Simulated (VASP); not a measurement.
# CdSe (P6_3mc) in VASP: notebook

The runs below take CdSe through electric field gradients, single point, with PBE.

Everything below comes from runs of VASP 6.6.1. Logs are shortened: lines on timing, memory, paths and dates and some standing lists are left out, and cuts for length are marked.

### Step 1. The cell of the first run

The structure is hexagonal, space group P6_3mc (No. 186). The conventional cell has a = 4.298 Å, b = 4.298 Å, c = 7.015 Å, α = 90.00°, β = 90.00°, γ = 120.00°. Cd (site symmetry 3m) has 4 Se at 2.63 Å within 3.5 Å. Within 3.5 Å of Se (site symmetry 3m) lie 4 Cd at 2.63 Å.

### Step 2. Electric field gradients, PBE

The input, INCAR:

```
SYSTEM = CdSe
PREC = Accurate
ENCUT = 520
EDIFF = 1E-8
ISMEAR = -1
SIGMA = 0.02
LREAL = .FALSE.
LASPH = .TRUE.
NELM = 80
ALGO = Normal
ISIF = 2
LWAVE = .FALSE.
LCHARG = .FALSE.
GGA = PE
LEFG = .TRUE.
NBANDS = 26
```

The input, KPOINTS:

```
Automatic mesh
0
G
  7 7 4
  0 0 0
```

The input, POSCAR:

```
CdSe
1.0
    4.2984999142      0.0000000000      0.0000000000
   -2.1492499571      3.7226101239      0.0000000000
    0.0000000000      0.0000000000      7.0152000000
Cd Se
2 2
Direct
    0.6666666667      0.3333333333      0.0000000000
    0.3333333333      0.6666666667      0.5000000000
    0.6666666667      0.3333333333      0.3750000000
    0.3333333333      0.6666666667      0.8750000000
```

Potentials or basis: VASP PAW PBE potentials, release 64 (Cd, Se).

Launch:

```sh
> cat potpaw_PBE.64/Cd/POTCAR potpaw_PBE.64/Se/POTCAR > POTCAR
> mpirun -np 1 vasp_std > vasp.out
```

OUTCAR:

```text
SYSTEM = CdSe
   PREC = Accurate
   ENCUT = 520
   EDIFF = 1E-8
   ISMEAR = -1
   LREAL = .FALSE.
   LASPH = .TRUE.
   NELM = 80
   ISIF = 2
   GGA = PE

 ion  position               nearest neighbor table
   1  0.667  0.333  0.000-   3 2.63   4 2.63   4 2.63   4 2.63
   2  0.333  0.667  0.500-   4 2.63   3 2.63   3 2.63   3 2.63
   3  0.667  0.333  0.375-   1 2.63   2 2.63   2 2.63   2 2.63
   4  0.333  0.667  0.875-   2 2.63   1 2.63   1 2.63   1 2.63

  LATTYP: Found a hexagonal cell.
 ALAT       =     4.2984999142
 C/A-ratio  =     1.6320111993

  Lattice vectors:

 A1 = (   4.2984999142,   0.0000000000,   0.0000000000)
 A2 = (  -2.1492499571,   3.7226101239,   0.0000000000)
 A3 = (   0.0000000000,   0.0000000000,   7.0152000000)

Analysis of symmetry for initial positions (statically):
=====================================================================
 Subroutine PRICEL returns:
 Original cell was already a primitive cell.

 Routine SETGRP: Setting up the symmetry group for a
 hexagonal supercell.

 Subroutine GETGRP returns: Found 12 space group operations
 (whereof  6 operations were pure point group operations)
 out of a pool of 24 trial point group operations.

The static configuration has the point symmetry C_3v.
 The point group associated with its full space group is C_6v.

Analysis of symmetry for dynamics (positions and initial velocities):
=====================================================================
 Subroutine PRICEL returns:
 Original cell was already a primitive cell.

 Routine SETGRP: Setting up the symmetry group for a
 hexagonal supercell.

 Subroutine GETGRP returns: Found 12 space group operations
 (whereof  6 operations were pure point group operations)
 out of a pool of 24 trial point group operations.

The dynamic configuration has the point symmetry C_3v.
 The point group associated with its full space group is C_6v.

 Subroutine INISYM returns: Found 12 space group operations
 (whereof  6 operations are pure point group operations),
 and found     1 'primitive' translations

----------------------------------------------------------------------------------------

                                     Primitive cell

  volume of cell :     112.2547

  direct lattice vectors                    reciprocal lattice vectors
     4.298499914  0.000000000  0.000000000     0.232639297  0.134314361  0.000000000
    -2.149249957  3.722610124  0.000000000     0.000000000  0.268628722  0.000000000
     0.000000000  0.000000000  7.015200000     0.000000000  0.000000000  0.142547611

  length of vectors
     4.298499914  4.298499914  7.015200000     0.268628722  0.268628722  0.142547611

  position of ions in fractional coordinates (direct lattice)
     0.666666667  0.333333333  0.000000000
     0.333333333  0.666666667  0.500000000
     0.666666667  0.333333333  0.375000000
     0.333333333  0.666666667  0.875000000

  ion indices of the primitive-cell ions
   primitive index   ion index
                 1           1
                 2           2
                 3           3
                 4           4

----------------------------------------------------------------------------------------

 KPOINTS: Automatic mesh

Automatic generation of k-mesh.
 Grid dimensions read from file:
 generate k-points for:    7    7    4

 Generating k-lattice:

  Cartesian coordinates                     Fractional coordinates (reciprocal lattice)
     0.033234185  0.019187766  0.000000000     0.142857143  0.000000000  0.000000000
     0.000000000  0.038375532  0.000000000     0.000000000  0.142857143  0.000000000
     0.000000000  0.000000000  0.035636903     0.000000000  0.000000000  0.250000000

  Length of vectors
     0.038375532  0.038375532  0.035636903

  Shift w.r.t. Gamma in fractional coordinates (k-lattice)
[... 36 lines left out ...]
   dimension x,y,z NGX =    32 NGY =   32 NGZ =   54
   dimension x,y,z NGXF=    64 NGYF=   64 NGZF=  108
   ions per type =               2   2
   NGX,Y,Z   is equivalent  to a cutoff of  12.38, 12.38, 12.80 a.u.
   NGXF,Y,Z  is equivalent  to a cutoff of  24.75, 24.75, 25.59 a.u.
 SYSTEM =  CdSe
   PREC   = accura    normal or accurate (medium, high low for compatibility)
   ISTART =      0    job   : 0-new  1-cont  2-samecut
   ICHARG =      2    charge: 1-file 2-atom 10-const
   ISPIN  =      1    spin polarized calculation?
   LNONCOLLINEAR =      F non collinear calculations
   LSORBIT =      F    spin-orbit coupling
   LASPH  =      T    aspherical Exc in radial PAW
   ENCUT  =  520.0 eV  38.22 Ry    6.18 a.u.   7.99  7.99 13.04*2*pi/ulx,y,z
   NELM   =     80;   NELMIN=  2; NELMDL= -5     # of ELM steps
   EDIFF  = 0.1E-07   stopping-criterion for ELM
   LREAL  =      F    real-space projection
   EDIFFG = 0.1E-06   stopping-criterion for IOM
   NSW    =      0    number of steps for IOM
   IBRION =     -1    ionic relax: 0-MD 1-quasi-New 2-CG
   NFREE  =      0    steps in history (QN), initial steepest desc. (CG)
   ISIF   =      2    stress and relaxation
   ISYM   =      2    0-nonsym 1-usesym 2-fastsym
   POTIM  = 0.5000    time-step for ionic-motion
   TEBEG  =    0.0;   TEEND  =   0.0 temperature during run
   PSTRESS=    0.0 pullay stress
   NELECT =      36.0000    total number of electrons
   NUPDOWN=      -1.0000    fix difference up-down
   EMIN   =  10.00;   EMAX   =-10.00  energy-range for DOS
   EFERMI =   0.00;   METHOD = LEGACY
   ISMEAR =    -1;   SIGMA  =   0.02  broadening in eV -4-tet -1-fermi 0-gaus
   EFERMI_NEDOS =   21; number of points for ismear=-14 and -15
   IALGO  =     38    algorithm
   IMIX   =      4    mixing-type and parameters
     AMIX     =   0.40;   BMIX     =  1.00
     AMIX_MAG =   1.60;   BMIX_MAG =  1.00
  volume/ion in A,a.u.               =      28.06       189.38
  Fermi-wavevector in a.u.,A,eV,Ry     =   1.120575  2.117579 17.084668  1.255688
  Thomas-Fermi vector in A             =   2.257222
   LORBIT       =      0    0 simple, 1 ext, 2 COOP (PROOUT), +10 PAW based schemes
   GGA     = PE    functional components
   LHFCALC =     F    Hartree Fock is set to
   AEXX    =    0.0000 exact exchange contribution
   IVDW    =     0    specifies the selected vdW correction
   LEPSILON=     F    determine dielectric tensor
   LRPA    =     F    only Hartree local field effects (RPA)
 non-spin polarized calculation
  energy-cutoff  :      520.00
  volume of cell :      112.25
 maximum number of plane-waves:      3034
 NGX is ok and might be reduce to    32
   NGX = 15   NGY = 15   NGZ = 27

 number of electron      35.9999998 magnetization

 Free energy of the ion-electron system (eV)
  ---------------------------------------------------
  ext. energy  EPLUGINS =         0.00000000
  ---------------------------------------------------
  free energy    TOTEN  =       -10.92128500 eV

  energy without entropy =      -10.92128500  energy(sigma->0) =      -10.92128500

 E-fermi :   1.3072     XC(G=0):  -8.8900

 val. band max:        0.9667983278   @ k =   0.0000   0.0000   0.0000
 cond. band min:       1.6354181376   @ k =   0.0000   0.0000   0.0000
 fundamental gap:      0.6686198098
 Fermi energy:         1.3072341431

 k-point     1 :       0.0000    0.0000    0.0000
  band No.  band energies     occupation
      1     -11.6487      2.00000
      2     -11.2683      2.00000
      3      -6.9748      2.00000
      4      -6.9628      2.00000
      5      -6.9628      2.00000
      6      -6.8934      2.00000
[... 685 lines left out ...]
     25       9.0488      0.00000
     26       9.0488      0.00000

------------------------ aborting loop because EDIFF is reached ----------------------------------------

  FORCE on cell =-STRESS in cart. coord.  units (eV):
  Direction    XX          YY          ZZ          XY          YZ          ZX
  --------------------------------------------------------------------------------------
  -------------------------------------------------------------------------------------
  Total        2.2784345      2.2784345      2.4229334      0.0000000      0.0000000      0.0000000
  in kB       32.5194060     32.5194060     34.5817945      0.0000000      0.0000000      0.0000000
  external PRESSURE =      33.2068688 kB  Pullay stress =       0.0000000 kB

 VOLUME and BASIS-vectors are now :
 -----------------------------------------------------------------------------
  energy-cutoff  :      520.00
  volume of cell :      112.25
      direct lattice vectors                 reciprocal lattice vectors
     4.298499914  0.000000000  0.000000000     0.232639297  0.134314361  0.000000000
    -2.149249957  3.722610124  0.000000000     0.000000000  0.268628722  0.000000000
     0.000000000  0.000000000  7.015200000     0.000000000  0.000000000  0.142547611

 POSITION                                       TOTAL-FORCE (eV/Angst)
 -----------------------------------------------------------------------------------
      2.14925      1.24087      0.00000         0.000000      0.000000     -0.020881
     -0.00000      2.48174      3.50760        -0.000000     -0.000000     -0.020881
      2.14925      1.24087      2.63070        -0.000000      0.000000      0.020881
     -0.00000      2.48174      6.13830         0.000000     -0.000000      0.020881
 -----------------------------------------------------------------------------------
    total drift:                               -0.000000     -0.000000      0.000039

  FREE ENERGIE OF THE ION-ELECTRON SYSTEM (eV)
  ---------------------------------------------------
  free  energy   TOTEN  =       -10.9212849982 eV

  energy  without entropy=      -10.9212849976  energy(sigma->0) =      -10.92128500

 Electric field gradients (V/A^2)
---------------------------------------------------------------------
 ion       V_xx      V_yy      V_zz      V_xy      V_xz      V_yz
---------------------------------------------------------------------
   1       0.066     0.068    -0.134     0.002     0.000    -0.000
   2       0.066     0.068    -0.134     0.002    -0.000     0.000
   3      -1.652    -1.652     3.304    -0.000     0.000    -0.000
   4      -1.652    -1.652     3.304    -0.000    -0.000     0.000
---------------------------------------------------------------------

 Electric field gradients after diagonalization (V/A^2)
 (convention: |V_zz| > |V_xx| > |V_yy|)
----------------------------------------------------------------------
 ion       V_xx      V_yy      V_zz     asymmetry (V_yy - V_xx)/ V_zz
----------------------------------------------------------------------
   1       0.069     0.065    -0.134       0.030
   2       0.069     0.065    -0.134       0.030
   3      -1.652    -1.652     3.304       0.000
   4      -1.652    -1.652     3.304       0.000
----------------------------------------------------------------------

           NMR quadrupolar parameters

 Cq : quadrupolar parameter    Cq=e*Q*V_zz/h
 eta: asymmetry parameters     (V_yy - V_xx)/ V_zz
 Q  : nuclear electric quadrupole moment in mb (millibarn)
----------------------------------------------------------------------
 ion       Cq(MHz)       eta       Q (mb)
----------------------------------------------------------------------
   1      -0.000       0.030       1.000
   2      -0.000       0.030       1.000
   3       0.008       0.000       1.000
   4       0.008       0.000       1.000
----------------------------------------------------------------------
```

Wall time 1.8 min (1 thread of Intel Xeon 8259CL, shared host); peak memory 0.25 GiB.

What came out:

- Free energy: -10.9213 eV
- Pressure: 3.3 GPa
- Largest force: 0.021 eV/Å
- Band gap on the k mesh: 0.67 eV
- Largest electric field gradient by atom: Cd -0.1; Se +3.3 V/Å²

Forces in eV/Å, atoms in the order of the input:
```
Cd   0.000  0.000 -0.021
Cd   0.000  0.000 -0.021
Se   0.000  0.000  0.021
Se   0.000  0.000  0.021
```

Stress tensor (GPa, compression positive):
```
3.25 0.00 0.00
0.00 3.25 0.00
0.00 0.00 3.46
```

Levels at points of the mesh, in eV from the valence-band top:
| k point | band 14 | band 15 | band 16 | band 17 | band 18 | band 19 | band 20 | band 21 | band 22 | band 23 |
| --- | --- | --- | --- | --- | --- | --- | --- | --- | --- | --- |
| (0.00, 0.00, 0.00) | -0.77 | -0.77 | -0.05 | 0.00 | 0.00 | 0.67 | 2.21 | 5.86 | 5.86 | 6.14 |
| (0.00, 0.00, 0.50) | -2.68 | -0.40 | -0.40 | -0.40 | -0.40 | 2.38 | 2.38 | 5.86 | 5.86 | 6.26 |

Electric field gradients, principal values (V/Å²):
| atom | least | middle | greatest (by size) |
| --- | --- | --- | --- |
| 1 Cd | 0.065 | 0.069 | -0.134 |
| 2 Cd | 0.065 | 0.069 | -0.134 |
| 3 Se | -1.652 | -1.652 | 3.304 |
| 4 Se | -1.652 | -1.652 | 3.304 |

Caveat: the cell stands under pressure; without QUAD_EFG the Cq values of the log hold for a quadrupole moment of 1 mb, not for the nuclei.

(Part 1 of 2 ends here.)
